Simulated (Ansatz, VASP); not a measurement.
# LiF: VASP beside Ansatz

Contents of INCAR:

```
SYSTEM = LiF
PREC     = Accurate       ! precision mode
ENCUT    = 600            ! plane-wave cutoff, eV
EDIFF    = 1E-7           ! SCF threshold, eV
ISMEAR   = 0              ! smearing method
SIGMA    = 0.1            ! smearing width, eV
LREAL    = .FALSE.        ! projectors in reciprocal space
LASPH    = .TRUE.         ! aspherical terms in the spheres
NELM     = 80             ! most SCF steps
ALGO     = Normal         ! electronic algorithm
ISIF     = 3              ! what is computed and relaxed
LWAVE    = .FALSE.        ! write WAVECAR
LCHARG   = .FALSE.        ! write CHGCAR
GGA      = PE             ! functional
IBRION   = 2              ! ionic algorithm
NSW      = 90             ! ionic steps
EDIFFG   = -0.04          ! ionic threshold
```

KPOINTS

```
regular mesh
0
G
  8 8 8
  0 0 0
```

File POSCAR:

```
LiF
1.0
    0.0000000000      2.0325944588      2.0325944588
    2.0325944588      0.0000000000      2.0325944588
    2.0325944588      2.0325944588      0.0000000000
Li F
1 1
Direct
    0.5000000000      0.5000000000      0.5000000000
    0.0000000000      0.0000000000      0.0000000000
```

Input for Ansatz:

```yaml
crystal:
  lattice:
    - [0.0, 2.0325944588, 2.0325944588]
    - [2.0325944588, 0.0, 2.0325944588]
    - [2.0325944588, 2.0325944588, 0.0]
  atoms:
    - { symbol: Li, position: [0.5, 0.5, 0.5] }
    - { symbol: F, position: [0.0, 0.0, 0.0] }
basis:
  ecutwfc: 420
kpoints:
  mp_grid: { grid: [8, 8, 8] }
hamiltonian:
  xc: pbe
scf:
  occupations: { method: gaussian, width: 0.1 }
  lower_state_search: "off"
output:
  forces: true
  stress: true
  eigenvalues: true
relax:
  adjacent_minimum: "off"
  f_tol: 0.04
  max_steps: 70
  cell: { stress_tol: 0.4 }
```

Alike in both runs: task relaxation of cell and atoms; functional PBE; k mesh 8 × 8 × 8; occupations gaussian, width 0.1 eV; no spin polarisation.

```csv
,VASP,Ansatz
version,VASP 6.6.1,Ansatz 0.2.0
potentials or method,"VASP PAW PBE potentials, release 64 (Li_sv, F), cutoff 600 eV","scalar-relativistic, plane waves, PAW"
valence electrons in the cell,10,10
```

|  | VASP | Ansatz | Ansatz less VASP |
| --- | --- | --- | --- |
| gap on the k mesh at the Fermi level, each at its own relaxed structure (eV) | 8.85 | 8.85 | +0.001 |
| relaxed volume (Å³/atom) | 8.40 | 8.40 | 0.000 |
| relaxed length of the cell vector where the two differ most in proportion (Å) | 2.875 | 2.875 | 0.0000 |

Noted on VASP's run: the cutoff is under 1.25 times that of the potentials, so the pressure is a little rough; the relaxation stopped at its first step, so nothing moved.
